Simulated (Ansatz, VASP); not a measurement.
**Al: VASP beside Ansatz**

File INCAR:

```
SYSTEM = Al
ALGO     = Normal         ! electronic algorithm
EDIFF    = 1E-7           ! SCF threshold, eV
ENCUT    = 520            ! plane-wave cutoff, eV
GGA      = PE             ! functional
ISIF     = 2              ! what is computed and relaxed
ISMEAR   = 0              ! smearing method
IVDW     = 12             ! dispersion correction
LASPH    = .True.         ! aspherical terms in the spheres
LCHARG   = .True.         ! write CHGCAR
LELF     = .True.         ! ELF
LREAL    = .False.        ! projectors in reciprocal space
LVHAR    = .True.       
LWAVE    = .False.        ! write WAVECAR
NBANDS   = 14             ! bands
NELM     = 100            ! most SCF steps
PREC     = Accurate       ! precision mode
SIGMA    = 0.15           ! smearing width, eV
```

KPOINTS

```
k-points
0
Gamma
  18 18 6
  0 0 0
```

The input POSCAR:

```
Al
1.0
    2.8297230860      0.0000000000      0.0000000000
   -1.4148615430      2.4506120781      0.0000000000
    0.0000000000      0.0000000000      9.2908648450
Al
4
Direct
    0.0000000000      0.0000000000      0.0000000000
    0.3333333333      0.6666666667      0.2500000000
    0.0000000000      0.0000000000      0.5000000000
    0.6666666667      0.3333333333      0.7500000000
```

Input for Ansatz:

```yaml
crystal:
  lattice:
    - [2.829723086, 0.0, 0.0]
    - [-1.414861543, 2.4506120781, 0.0]
    - [0.0, 0.0, 9.290864845]
  atoms:
    - { symbol: Al, position: [0.0, 0.0, 0.0] }
    - { symbol: Al, position: [0.3333333333, 0.6666666667, 0.25] }
    - { symbol: Al, position: [0.0, 0.0, 0.5] }
    - { symbol: Al, position: [0.6666666667, 0.3333333333, 0.75] }
basis:
  ecutwfc: 420
kpoints:
  mp_grid: { grid: [18, 18, 6] }
hamiltonian:
  xc: pbe
  dispersion: d3bj
scf:
  occupations: { method: gaussian, width: 0.15 }
output:
  forces: true
  stress: true
  eigenvalues: true
```

Alike in both runs: task single point; functional PBE; dispersion D3(BJ); k mesh 18 × 18 × 6; occupations gaussian, width 0.15 eV; no spin polarisation.

|  | VASP | Ansatz |
| --- | --- | --- |
| version | VASP 6.6.1 | Ansatz 0.2.0 |
| potentials or method | VASP PAW PBE potentials, release 64 (Al), cutoff 520 eV | scalar-relativistic, plane waves, PAW |
| valence electrons in the cell | 12 | 12 |

Ansatz gave:

* gap on the k mesh at the Fermi level (eV): none
* pressure (GPa): -1.3
* traceless stress, the component that is largest in VASP (GPa): 0.06

Question: Which values does VASP return?

Answer: gap on the k mesh at the Fermi level (eV): none; pressure (GPa): -1.4; traceless stress, the component that is largest in VASP (GPa): 0.07.

A gap of «none» marks a metal or a gap that the smearing closes.
